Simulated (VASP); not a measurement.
# GaN (P6_3mc) in VASP: a series of runs, part 2 of 2

VASP 6.6.1. Earlier steps stand in the parts before.

**4. Relaxation of cell and atoms, LDA**

INCAR reads:

```
SYSTEM = GaN
  PREC = Accurate
  ENCUT = 600
  EDIFF = 1E-6
  ISMEAR = -1
  SIGMA = 0.02
  LREAL = .FALSE.
  LASPH = .TRUE.
  NELM = 100
  ALGO = Normal
  ISIF = 3
  LWAVE = .FALSE.
  LCHARG = .FALSE.
  GGA = CA
  IBRION = 2
  NSW = 80
  EDIFFG = -0.005
```

KPOINTS reads:

```
Automatic mesh
0
G
  12 12 4
  0 0 0
```

POSCAR reads:

```
GaN
1.0
    3.2184326064      0.0000000000      0.0000000000
   -1.6092163032      2.7872443975      0.0000000000
    0.0000000000      0.0000000000      5.2428367283
Ga N
2 2
Direct
    0.3333333333      0.6666666667     -0.0008671780
    0.6666666667      0.3333333333      0.4991328220
    0.3333333333      0.6666666667      0.3758671780
    0.6666666667      0.3333333333      0.8758671780
```

Potentials or basis: VASP PAW LDA potentials, release 64 (Ga_d, N).

On the command line:

```sh
$ cat potpaw_LDA.64/Ga_d/POTCAR potpaw_LDA.64/N/POTCAR > POTCAR
$ mpirun -np 1 vasp_std > vasp.out
```

OUTCAR:

```text
SYSTEM = GaN
   PREC = Accurate
   ENCUT = 600
   EDIFF = 1E-6
   ISMEAR = -1
   LREAL = .FALSE.
   LASPH = .TRUE.
   NELM = 100
   ISIF = 3
   GGA = CA
   IBRION = 2
   NSW = 80
   EDIFFG = -0.005

 ion  position               nearest neighbor table
   1  0.333  0.667  0.999-   4 1.97   4 1.97   4 1.97   3 1.98
   2  0.667  0.333  0.499-   3 1.97   3 1.97   3 1.97   4 1.98
   3  0.333  0.667  0.376-   2 1.97   2 1.97   2 1.97   1 1.98
   4  0.667  0.333  0.876-   1 1.97   1 1.97   1 1.97   2 1.98

  LATTYP: Found a hexagonal cell.
 ALAT       =     3.2184326064
 C/A-ratio  =     1.6290031110

  Lattice vectors:

 A1 = (   3.2184326064,   0.0000000000,   0.0000000000)
 A2 = (  -1.6092163032,   2.7872443975,   0.0000000000)
 A3 = (   0.0000000000,   0.0000000000,   5.2428367283)

Analysis of symmetry for initial positions (statically):
=====================================================================
 Subroutine PRICEL returns:
 Original cell was already a primitive cell.

 Routine SETGRP: Setting up the symmetry group for a
 hexagonal supercell.

 Subroutine GETGRP returns: Found 12 space group operations
 (whereof  6 operations were pure point group operations)
 out of a pool of 24 trial point group operations.

The static configuration has the point symmetry C_3v.
 The point group associated with its full space group is C_6v.

Analysis of symmetry for dynamics (positions and initial velocities):
=====================================================================
 Subroutine PRICEL returns:
 Original cell was already a primitive cell.

 Routine SETGRP: Setting up the symmetry group for a
 hexagonal supercell.

 Subroutine GETGRP returns: Found 12 space group operations
 (whereof  6 operations were pure point group operations)
 out of a pool of 24 trial point group operations.

The dynamic configuration has the point symmetry C_3v.
 The point group associated with its full space group is C_6v.

 Subroutine INISYM returns: Found 12 space group operations
[... 124 lines left out ...]
  Thomas-Fermi vector in A             =   2.609421
   LORBIT       =      0    0 simple, 1 ext, 2 COOP (PROOUT), +10 PAW based schemes
   GGA     = CA    functional components
   LHFCALC =     F    Hartree Fock is set to
   AEXX    =    0.0000 exact exchange contribution
   IVDW    =     0    specifies the selected vdW correction
   LEPSILON=     F    determine dielectric tensor
   LRPA    =     F    only Hartree local field effects (RPA)
 conjugate gradient relaxation of ions
 non-spin polarized calculation
  energy-cutoff  :      600.00
  volume of cell :       47.03
 maximum number of plane-waves:      1587
 NGX is ok and might be reduce to    28
   NGX = 13   NGY = 13   NGZ = 21

--------------------------------------- Ionic step        1  -------------------------------------------

 number of electron      36.0000003 magnetization

 Free energy of the ion-electron system (eV)
  ---------------------------------------------------
  ext. energy  EPLUGINS =         0.00000000
  ---------------------------------------------------
  free energy    TOTEN  =       -27.82724055 eV

  energy without entropy =      -27.82724055  energy(sigma->0) =      -27.82724055

------------------------ aborting loop because EDIFF is reached ----------------------------------------

  FORCE on cell =-STRESS in cart. coord.  units (eV):
  Direction    XX          YY          ZZ          XY          YZ          ZX
  --------------------------------------------------------------------------------------
  -------------------------------------------------------------------------------------
  Total       -3.0094536     -3.0094536     -2.9618471      0.0000000     -0.0000000      0.0000000
  in kB     -102.5209062   -102.5209062   -100.8991275      0.0000000     -0.0000000      0.0000000
  external PRESSURE =    -101.9803133 kB  Pullay stress =       0.0000000 kB
[... 215 lines left out ...]
--------------------------------------- Ionic step        7  -------------------------------------------

 number of electron      35.9999988 magnetization

 Free energy of the ion-electron system (eV)
  ---------------------------------------------------
  ext. energy  EPLUGINS =         0.00000000
  ---------------------------------------------------
  free energy    TOTEN  =       -27.91460672 eV

  energy without entropy =      -27.91460672  energy(sigma->0) =      -27.91460672

 E-fermi :   5.7930     XC(G=0): -12.2716

 val. band max:        5.3818599529   @ k =   0.0000   0.0000   0.0000
 cond. band min:       7.4957283662   @ k =   0.0000   0.0000   0.0000
 fundamental gap:      2.1138684133
 Fermi energy:         5.7929515156

 k-point     1 :       0.0000    0.0000    0.0000
  band No.  band energies     occupation
      1     -10.7146      2.00000
      2      -9.7513      2.00000
      3      -8.1992      2.00000
      4      -8.1823      2.00000
      5      -8.1823      2.00000
      6      -8.1162      2.00000
[... 589 lines left out ...]
     21      12.5946      0.00000
     22      13.5797      0.00000

 [... further k-points ...]
[... 5 lines left out ...]
  --------------------------------------------------------------------------------------
  -------------------------------------------------------------------------------------
  Total       -0.0142260     -0.0142260      0.0149894      0.0000000     -0.0000000     -0.0000000
  in kB       -0.5130251     -0.5130251      0.5405564      0.0000000     -0.0000000     -0.0000000
  external PRESSURE =      -0.1618313 kB  Pullay stress =       0.0000000 kB
[... 19 lines left out ...]
  FREE ENERGIE OF THE ION-ELECTRON SYSTEM (eV)
  ---------------------------------------------------
  free  energy   TOTEN  =       -27.9146067241 eV

  energy  without entropy=      -27.9146067241  energy(sigma->0) =      -27.91460672

 reached required accuracy - stopping structural energy minimisation
```

OSZICAR:

```text
N       E                     dE             d eps       ncg     rms          rms(c)
DAV:   1     0.293032957357E+03    0.29303E+03   -0.19991E+04  2594   0.327E+03
DAV:   2     0.737464924709E+01   -0.28566E+03   -0.27701E+03  2814   0.571E+02
DAV:   3    -0.302338275200E+02   -0.37608E+02   -0.37148E+02  2910   0.162E+02
DAV:   4    -0.317344429518E+02   -0.15006E+01   -0.14963E+01  3408   0.341E+01
[... 57 lines left out ...]
DAV:   3    -0.279146077684E+02    0.91185E-05   -0.24265E-05  4722   0.109E-01    0.462E-03
DAV:   4    -0.279146068272E+02    0.94127E-06   -0.52462E-06  2530   0.213E-02
   6 F= -.27914607E+02 E0= -.27914607E+02  d E =-.235625E-04
       N       E                     dE             d eps       ncg     rms          rms(c)
DAV:   1    -0.279146074117E+02    0.35673E-06   -0.38815E-05  3492   0.103E-01    0.631E-03
DAV:   2    -0.279146067241E+02    0.68758E-06   -0.38023E-06  1792   0.425E-02
   7 F= -.27914607E+02 E0= -.27914607E+02  d E =-.234595E-04
```

Wall time 6.3 min (1 thread of Intel Xeon 8259CL, shared host); peak memory 0.21 GiB.

Results:

- Free energy: -27.9146 eV
- Relaxed volume: 11.11 Å³/atom
- Relaxed cell: a = 3.158 Å, b = 3.158 Å, c = 5.145 Å, α = 90.00°, β = 90.00°, γ = 120.00°
- Space group after relaxing (to 0.1 Å): P6_3mc (No. 186)
- Energy gained by relaxing: 21.8 meV/atom
- Ionic steps: 7
- Pressure after relaxing: 0.0 GPa
- Band gap on the k mesh: 2.11 eV

Stress tensor (GPa, compression positive):
```
-0.05  0.00  0.00
 0.00 -0.05  0.00
 0.00  0.00  0.05
```

The path:
| step | energy change (eV) | largest force (eV/Å) | pressure (GPa) | volume (Å³) |
| --- | --- | --- | --- | --- |
| 1 | 0.0000 | 0.0015 | -10.20 | 47.03 |
| 2 | -0.0050 | 0.0327 | 11.97 | 42.12 |
| 3 | -0.0873 | 0.0150 | -0.13 | 44.44 |
| 4 | -0.0873 | 0.0153 | 0.12 | 44.39 |
| 5 | -0.0874 | 0.0019 | -0.23 | 44.44 |
| 6 | -0.0874 | 0.0044 | 0.01 | 44.42 |
| 7 | -0.0874 | 0.0018 | -0.02 | 44.43 |

Final structure:
```
CELL_PARAMETERS angstrom
3.15761 0.00000 0.00000
-1.57881 2.73457 0.00000
0.00000 0.00000 5.14523
ATOMIC_POSITIONS crystal
Ga 0.33333 0.66667 0.99923
Ga 0.66667 0.33333 0.49923
N 0.33333 0.66667 0.37577
N 0.66667 0.33333 0.87577
```

Expect the measured gap to be larger: semilocal functionals such as LDA lack the derivative discontinuity. Zero-point motion and thermal expansion aren't in these numbers.

**5. Summary**

| task | level | potentials or basis | cell | cutoff (eV) | gap on the mesh (eV) | pressure (GPa) | relaxed volume (Å³/atom) |
| --- | --- | --- | --- | --- | --- | --- | --- |
| single point | PBE | VASP PAW PBE potentials, release 64 (Ga_d, N) | a = 3.218, b = 3.218, c = 5.243 Å, angles 90.0, 90.0, 120.0°, 4 atoms | 520 | 1.72 | 0.1 | - |
| relaxation of cell and atoms | PBEsol | VASP PAW PBE potentials, release 64 (Ga_d, N) | relaxed from a = 3.218, b = 3.218, c = 5.243 Å, angles 90.0, 90.0, 120.0°, 4 atoms | 600 | 1.91 | 0.0 | 11.35 |
| relaxation of cell and atoms | LDA | VASP PAW LDA potentials, release 64 (Ga_d, N) | relaxed from a = 3.218, b = 3.218, c = 5.243 Å, angles 90.0, 90.0, 120.0°, 4 atoms | 600 | 2.11 | 0.0 | 11.11 |

Alike in all rows: no spin polarisation; k mesh 12 × 12 × 4; smearing fermi-dirac 0.02 eV.

Caveats: the PAW data sets were made with another functional, which shifts forces and pressure a little (at least some runs).

Total energies depend on the potentials used, so only differences within one code and one set of settings carry meaning.

**6. How close it comes**

Step 2. Against the measured gap of GaN, 3.503 eV (direct; quoted in “Studying electronic properties in GaN without electrical contacts using γ-γ vs e−-γ Perturbed Angular Correlations”, 2019, pmc:6823545), the calculated 1.72 eV is off by -1.79 eV. So large a miss can be the level of theory's own, or it may mean another phase, state or a wrong row. Spin-orbit coupling on Ga is left out. The value is that of PBE, without temperature or zero-point motion. Semilocal functionals fall short of measured gaps as a rule.
